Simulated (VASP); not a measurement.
Here is a VASP 6.6.1 calculation.

File INCAR:

```
ALGO     = Normal         # electronic algorithm
EDIFF    = 1E-7           # SCF threshold, eV
ENCUT    = 520            # plane-wave cutoff, eV
GGA      = PE             # functional
ISIF     = 2              # what is computed and relaxed
ISMEAR   = 0              # smearing method
LASPH    = True           # aspherical terms in the spheres
LCHARG   = False          # write CHGCAR
LREAL    = False          # projectors in reciprocal space
LWAVE    = False          # write WAVECAR
NBANDS   = 16             # bands
NELM     = 80             # most SCF steps
PREC     = Accurate       # precision mode
SIGMA    = 0.05           # smearing width, eV
```

Contents of KPOINTS:

```
k-points
0
Gamma
  12 12 6
```

Contents of POSCAR:

```
SiC
1.0
    3.0389289587      0.0000000000      0.0000000000
   -1.5194644794      2.6317896786      0.0000000000
    0.0000000000      0.0000000000      5.2527887052
Si C
2 2
Direct
    0.3333333333      0.6666666667      0.0045639005
    0.6666666667      0.3333333333      0.5045639005
    0.3333333333      0.6666666667      0.3804360995
    0.6666666667      0.3333333333      0.8804360995
```

Potentials or basis: VASP PAW PBE potentials, release 64 (Si, C).

Launch:

```bash
$ cat potpaw_PBE.64/Si/POTCAR potpaw_PBE.64/C/POTCAR > POTCAR
$ mpirun -np 1 vasp_std > vasp.out
```

Question: What does it give for the largest force?

Answer: 0.342 eV/Å.

Question: Estimate the pressure.

Answer: 0.9 GPa.

Question: What does it give for the band gap on the k mesh?

Answer: 2.11 eV, indirect (least direct gap 4.39 eV).

Stress tensor (GPa, compression positive):
```
  9.88   0.00   0.00
  0.00   9.88   0.00
  0.00   0.00 -17.07
```

 A k mesh can miss the band edges.
